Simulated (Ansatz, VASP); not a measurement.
Re2C in VASP and in Ansatz

```xyz
6
Lattice="2.8215 0.0000 0.0000 -1.4108 2.4435 0.0000 0.0000 0.0000 9.7729" Properties=species:S:1:pos:R:3 pbc="T T T"
Re    0.0000    1.6290    5.9454
Re    1.4108    0.8145    1.0590
Re    1.4108    0.8145    3.8275
Re    0.0000    1.6290    8.7139
C     0.0000    1.6290    2.4432
C     1.4108    0.8145    7.3297
```

Alike in both runs: task relaxation of cell and atoms; functional LDA; k mesh 12 × 12 × 4; occupations fermi-dirac, width 0.15 eV; no spin polarisation.

|  | VASP | Ansatz |
| --- | --- | --- |
| version | VASP 6.6.1 | Ansatz 0.2.0 |
| potentials or method | VASP PAW LDA potentials, release 64 (Re, C), cutoff 600 eV | scalar-relativistic, plane waves, PAW |
| valence electrons in the cell | 36 | 68 |

```tsv
	VASP	Ansatz	Ansatz less VASP
gap on the k mesh at the Fermi level, each at its own relaxed structure (eV)	none	none	-
relaxed volume (Å³/atom)	11.32	11.23	-0.083
relaxed cell length with the largest relative difference (Å)	2.829	2.822	-0.0072
```

LDA's correlation is that of Perdew and Zunger in VASP and of Perdew and Wang (1992) in Ansatz. A gap of «none» marks a metal or a gap that the smearing closes. VASP's potentials hold 36 valence electrons a cell and Ansatz's 68, so a difference there can come from the potentials and not from the codes.

Neither program's run includes spin-orbit coupling.
